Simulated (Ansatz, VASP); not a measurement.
## One calculation of InSb, two programs

```
In Sb
1.0
     0.00000    3.26050    3.26050
     3.26050    0.00000    3.26050
     3.26050    3.26050    0.00000
In Sb
1 1
Direct
  0.00000 0.00000 0.00000
  0.75000 0.75000 0.75000
```

Alike in both runs: functional PBEsol; k mesh 8 × 8 × 8; occupations fermi-dirac, width 0.1 eV; no spin polarisation.

Ansatz relaxed the structure, and its values are those at the end. VASP's run is a single point on that final structure, the one shown.

|  | VASP | Ansatz |
| --- | --- | --- |
| version | VASP 6.6.1 | Ansatz 0.2.0 |
| potentials or method | VASP PAW PBE potentials, release 64 (In_d, Sb) | PAW with Ansatz's default frozen-core files, scalar-relativistic |
| plane-wave cutoff (eV) | 520 | 420 |
| valence electrons in the cell | 18 | 28 |

```tsv
	VASP	Ansatz	Ansatz less VASP
pressure (GPa)	0.0	0.0	-0.02
```

VASP's potentials were made for PBE, not for PBEsol. With one functional, cell and mesh, what is left measures potentials, basis and numerics. VASP's potentials hold 18 valence electrons a cell and Ansatz's 28, so a difference there can come from the potentials and not from the codes.

Neither program's run includes spin-orbit coupling.
